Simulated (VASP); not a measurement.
# Ge (P6_3/mmc) in VASP: vibrations by perturbation theory with LDA

Aim: the vibrations by perturbation theory of Ge with LDA.

All numbers are computed with VASP 6.6.1; they aren't measurements. Logs are shortened: lines on timing, memory, paths and dates and some standing lists are left out, and cuts for length are marked.

**1. The cell of the first run**

The structure is hexagonal, space group P6_3/mmc (No. 194). The conventional cell has a = 3.998 Å, b = 3.998 Å, c = 6.599 Å, α = 90.00°, β = 90.00°, γ = 120.00°. Within 3.2 Å of Ge (site symmetry 3m) lie 4 Ge at 2.45 to 2.47 Å.

This isn't the form of Ge at room conditions, which is diamond.

**2. Vibrations by perturbation theory, LDA**

Contents of INCAR:

```
PREC     = Accurate       # precision mode
ENCUT    = 520            # plane-wave cutoff, eV
EDIFF    = 1E-8           # SCF threshold, eV
ISMEAR   = -1             # smearing method
SIGMA    = 0.05           # smearing width, eV
LREAL    = F              # projectors in reciprocal space
LASPH    = T              # aspherical terms in the spheres
NELM     = 80             # most SCF steps
ALGO     = Normal         # electronic algorithm
ISIF     = 2              # what is computed and relaxed
LWAVE    = F              # write WAVECAR
LCHARG   = F              # write CHGCAR
NBANDS   = 36             # bands
IBRION   = 8              # ionic algorithm
NSW      = 1              # ionic steps
```

Contents of KPOINTS:

```
regular mesh
0
Gamma
  6 6 3
```

Contents of POSCAR:

```
Ge
1.0
    3.9975858431      0.0000000000      0.0000000000
   -1.9987929216      3.4620108940      0.0000000000
    0.0000000000      0.0000000000      6.5993779500
Ge
4
Direct
    0.3333333333      0.6666666667      0.9370987500
    0.6666666667      0.3333333333      0.4370987500
    0.3333333333      0.6666666667      0.5629012500
    0.6666666667      0.3333333333      0.0629012500
```

Potentials or basis: VASP PAW LDA potentials, release 64 (Ge_d).

Started as:

```console
$ cat potpaw_LDA.64/Ge_d/POTCAR > POTCAR
$ mpirun -np 1 vasp_std > vasp.out
```

OUTCAR:

```text
PREC = Accurate
   ENCUT = 520
   EDIFF = 1E-8
   ISMEAR = -1
   LREAL = F
   LASPH = T
   NELM = 80
   ISIF = 2
   IBRION = 8
   NSW = 1

 ion  position               nearest neighbor table
   1  0.333  0.667  0.937-   4 2.45   4 2.45   4 2.45   3 2.47
   2  0.667  0.333  0.437-   3 2.45   3 2.45   3 2.45   4 2.47
   3  0.333  0.667  0.563-   2 2.45   2 2.45   2 2.45   1 2.47
   4  0.667  0.333  0.063-   1 2.45   1 2.45   1 2.45   2 2.47

  LATTYP: Found a hexagonal cell.
 ALAT       =     3.9975858431
 C/A-ratio  =     1.6508408347

  Lattice vectors:

 A1 = (   3.9975858431,   0.0000000000,   0.0000000000)
 A2 = (  -1.9987929216,   3.4620108940,   0.0000000000)
 A3 = (   0.0000000000,   0.0000000000,   6.5993779500)

Analysis of symmetry for initial positions (statically):
=====================================================================
 Subroutine PRICEL returns:
 Original cell was already a primitive cell.

 Routine SETGRP: Setting up the symmetry group for a
 hexagonal supercell.

 Subroutine GETGRP returns: Found 24 space group operations
 (whereof 12 operations were pure point group operations)
 out of a pool of 24 trial point group operations.

The static configuration has the point symmetry D_3d.
 The point group associated with its full space group is D_6h.

Analysis of symmetry for dynamics (positions and initial velocities):
=====================================================================
 Subroutine PRICEL returns:
 Original cell was already a primitive cell.

 Routine SETGRP: Setting up the symmetry group for a
 hexagonal supercell.

 Subroutine GETGRP returns: Found 24 space group operations
 (whereof 12 operations were pure point group operations)
 out of a pool of 24 trial point group operations.

The dynamic configuration has the point symmetry D_3d.
 The point group associated with its full space group is D_6h.

 Subroutine INISYM returns: Found 24 space group operations
 (whereof 12 operations are pure point group operations),
 and found     1 'primitive' translations

----------------------------------------------------------------------------------------

                                     Primitive cell

  volume of cell :      91.3333

  direct lattice vectors                    reciprocal lattice vectors
     3.997585843  0.000000000  0.000000000     0.250150976  0.144424733  0.000000000
    -1.998792922  3.462010894  0.000000000     0.000000000  0.288849467  0.000000000
     0.000000000  0.000000000  6.599377950     0.000000000  0.000000000  0.151529433

  length of vectors
     3.997585843  3.997585843  6.599377950     0.288849467  0.288849467  0.151529433

  position of ions in fractional coordinates (direct lattice)
     0.333333333  0.666666667  0.937098750
     0.666666667  0.333333333  0.437098750
     0.333333333  0.666666667  0.562901250
     0.666666667  0.333333333  0.062901250

  ion indices of the primitive-cell ions
   primitive index   ion index
                 1           1
                 2           2
                 3           3
                 4           4

----------------------------------------------------------------------------------------

 KPOINTS: regular mesh

Automatic generation of k-mesh.
 Grid dimensions read from file:
 generate k-points for:    6    6    3

 Generating k-lattice:

  Cartesian coordinates                     Fractional coordinates (reciprocal lattice)
     0.041691829  0.024070789  0.000000000     0.166666667  0.000000000  0.000000000
[... 87 lines left out ...]

 number of electron      56.0000053 magnetization

 Free energy of the ion-electron system (eV)
  ---------------------------------------------------
  ext. energy  EPLUGINS =         0.00000000
  ---------------------------------------------------
  free energy    TOTEN  =       -20.65063753 eV

  energy without entropy =      -20.64918944  energy(sigma->0) =      -20.64991348

 E-fermi :   4.6631     XC(G=0): -10.2414

 val. band max:        4.5394595530   @ k =   0.0000   0.0000   0.0000
 cond. band min:       4.8136403778   @ k =   0.0000   0.0000   0.0000
 fundamental gap:      0.2741808249
 Fermi energy:         4.6631175830

 k-point     1 :       0.0000    0.0000    0.0000
  band No.  band energies     occupation
      1     -20.3160      2.00000
      2     -20.3160      2.00000
      3     -20.2780      2.00000
      4     -20.2780      2.00000
      5     -20.2777      2.00000
      6     -20.2646      2.00000
[... 535 lines left out ...]
     35      11.4125      0.00000
     36      11.4125      0.00000

------------------------ aborting loop because EDIFF is reached ----------------------------------------

  FORCE on cell =-STRESS in cart. coord.  units (eV):
  Direction    XX          YY          ZZ          XY          YZ          ZX
  --------------------------------------------------------------------------------------
  -------------------------------------------------------------------------------------
  Total       -0.8677874     -0.8677874     -1.1423979      0.0000000      0.0000000      0.0000000
  in kB      -15.2228051    -15.2228051    -20.0400480      0.0000000      0.0000000      0.0000000
  external PRESSURE =     -16.8285527 kB  Pullay stress =       0.0000000 kB

 VOLUME and BASIS-vectors are now :
 -----------------------------------------------------------------------------
  energy-cutoff  :      520.00
  volume of cell :       91.33
      direct lattice vectors                 reciprocal lattice vectors
     3.997585843  0.000000000  0.000000000     0.250150976  0.144424733  0.000000000
    -1.998792922  3.462010894  0.000000000     0.000000000  0.288849467  0.000000000
     0.000000000  0.000000000  6.599377950     0.000000000  0.000000000  0.151529433

 POSITION                                       TOTAL-FORCE (eV/Angst)
 -----------------------------------------------------------------------------------
     -0.00000      2.30801      6.18427         0.000000      0.000000     -0.014727
      1.99879      1.15400      2.88458        -0.000000     -0.000000     -0.014727
     -0.00000      2.30801      3.71480         0.000000      0.000000      0.014727
      1.99879      1.15400      0.41511        -0.000000     -0.000000      0.014727
 -----------------------------------------------------------------------------------
    total drift:                               -0.000000      0.000000     -0.000000

  FREE ENERGIE OF THE ION-ELECTRON SYSTEM (eV)
  ---------------------------------------------------
  free  energy   TOTEN  =       -20.6506375255 eV

  energy  without entropy=      -20.6491894412  energy(sigma->0) =      -20.64991348

[... ionic steps 2 to 3 ...]

--------------------------------------- Ionic step        4  -------------------------------------------

------------------------ aborting loop because EDIFF is reached ----------------------------------------

[... ionic steps 5 to 5 ...]

--------------------------------------- Ionic step        6  -------------------------------------------

 Free energy of the ion-electron system (eV)
  ---------------------------------------------------
  ---------------------------------------------------
  free energy    TOTEN  =        -0.20575663 eV

  energy without entropy =       -0.20575147

------------------------ aborting loop because EDIFF is reached ----------------------------------------

 INTERNAL STRAIN TENSOR  FOR ION    1  DIRECTION 3   (eV/Angst):
 -----------------------------------------------------------------------------
     5.03560 -0.00000 -0.00000
    -0.00000  5.03560  0.00000
     0.00000 -0.00000 -8.80740

 INTERNAL STRAIN TENSOR FOR ION    4 for displacements in x,y,z  (eV/Angst):
          X           Y           Z          XY          YZ          ZX
  --------------------------------------------------------------------------------
  x    -0.00000     0.00000    -0.00000     6.30368     0.00000    -5.43216
  y     6.30368    -6.30368     0.00000     0.00000    -4.85313     0.00000
  z    -5.03560    -5.03560     8.80740     0.00000    -0.00000    -0.00000

 SECOND DERIVATIVES (NOT SYMMETRIZED)
 ------------------------------------
               1X          1Y          1Z          2X          2Y          2Z          3X          3Y          3Z          4X          4Y          4Z
  1X   -10.354632    0.000000   -0.000000   -0.085192    0.000000   -0.000000    0.529145   -0.000000    0.000000    9.910678   -0.000000    0.000000
  1Y     0.000000  -10.354632   -0.000000    0.000000   -0.085192   -0.000000   -0.000000    0.529145   -0.000000   -0.000000    9.910678   -0.000000
  1Z     0.000000    0.000000  -11.683139    0.000000    0.000000    1.162485   -0.000000    0.000000    5.806906    0.000000    0.000000    4.713749
  2X    -0.085192    0.000000    0.000000  -10.354632    0.000000    0.000000    9.910678   -0.000000    0.000000    0.529145   -0.000000   -0.000000
  2Y     0.000000   -0.085192   -0.000000    0.000000  -10.354632    0.000000   -0.000000    9.910678    0.000000   -0.000000    0.529145    0.000000
  2Z    -0.000000    0.000000    1.162485    0.000000    0.000000  -11.683139   -0.000000   -0.000000    4.713749    0.000000   -0.000000    5.806906
  3X     0.529145   -0.000000   -0.000000    9.910678   -0.000000    0.000000  -10.354632    0.000000    0.000000   -0.085192    0.000000    0.000000
  3Y    -0.000000    0.529145    0.000000   -0.000000    9.910678    0.000000    0.000000  -10.354632    0.000000    0.000000   -0.085192   -0.000000
  3Z     0.000000   -0.000000    5.806906   -0.000000   -0.000000    4.713749    0.000000    0.000000  -11.683139   -0.000000    0.000000    1.162485
  4X     9.910678   -0.000000    0.000000    0.529145   -0.000000    0.000000   -0.085192    0.000000   -0.000000  -10.354632    0.000000   -0.000000
  4Y    -0.000000    9.910678   -0.000000   -0.000000    0.529145   -0.000000    0.000000   -0.085192   -0.000000    0.000000  -10.354632   -0.000000
  4Z     0.000000    0.000000    4.713749   -0.000000    0.000000    5.806906    0.000000    0.000000    1.162485    0.000000    0.000000  -11.683139

 Eigenvectors and eigenvalues of the dynamical matrix
 ----------------------------------------------------

   1 f  =    8.415674 THz    52.877238 2PiTHz  280.716660 cm-1    34.804414 meV
             X         Y         Z           dx          dy          dz
     -0.000000  2.308007  6.184269    -0.000000   -0.000000   -0.500000
      1.998793  1.154004  2.884580    -0.000000   -0.000000   -0.500000
     -0.000000  2.308007  3.714798     0.000000    0.000000    0.500000
      1.998793  1.154004  0.415109     0.000000    0.000000    0.500000
[... 57 lines left out ...]
  10 f  =    0.000000 THz     0.000001 2PiTHz    0.000005 cm-1     0.000001 meV
             X         Y         Z           dx          dy          dz
     -0.000000  2.308007  6.184269     0.483733    0.126135    0.009605
      1.998793  1.154004  2.884580     0.483733    0.126135    0.009605
     -0.000000  2.308007  3.714798     0.483733    0.126135    0.009605
      1.998793  1.154004  0.415109     0.483733    0.126135    0.009605

  11 f/i=    0.000000 THz     0.000000 2PiTHz    0.000002 cm-1     0.000000 meV
             X         Y         Z           dx          dy          dz
     -0.000000  2.308007  6.184269     0.124633   -0.481717    0.049144
      1.998793  1.154004  2.884580     0.124633   -0.481717    0.049144
     -0.000000  2.308007  3.714798     0.124633   -0.481717    0.049144
      1.998793  1.154004  0.415109     0.124633   -0.481717    0.049144

  12 f/i=    0.000000 THz     0.000001 2PiTHz    0.000007 cm-1     0.000001 meV
             X         Y         Z           dx          dy          dz
     -0.000000  2.308007  6.184269    -0.021652    0.045151    0.497486
      1.998793  1.154004  2.884580    -0.021652    0.045151    0.497486
     -0.000000  2.308007  3.714798    -0.021652    0.045151    0.497486
      1.998793  1.154004  0.415109    -0.021652    0.045151    0.497486

--------------------------------------------------------------------------------------------------------

 ELASTIC MODULI CONTR FROM IONIC RELAXATION (kBar)
 Direction    XX          YY          ZZ          XY          YZ          ZX
 --------------------------------------------------------------------------------
 XX        -226.4492     57.3268    147.8998      0.0000     -0.0000      0.0000
 YY          57.3268   -226.4492    147.8998      0.0000     -0.0000      0.0000
 ZZ         147.8998    147.8998   -258.6808     -0.0000      0.0000     -0.0000
 XY           0.0000      0.0000     -0.0000   -141.8880      0.0000     -0.0000
 YZ          -0.0000      0.0000      0.0000      0.0000    -79.1521      0.0000
 ZX          -0.0000      0.0000     -0.0000     -0.0000      0.0000    -99.1663
 --------------------------------------------------------------------------------
```

Wall time 14 min (1 thread of Intel Xeon 8259CL, shared host); peak memory 0.41 GiB.

Results:

* Highest phonon frequency at Γ: 281 cm⁻¹

Phonon frequencies in cm⁻¹ (negative: imaginary):
| q point | frequencies |
| --- | --- |
| (0.000, 0.000, 0.000) | 0 0 0 58 58 210 228 271 271 280 280 281 |

Caveat: the cell stands under pressure or tension, which shifts response properties.
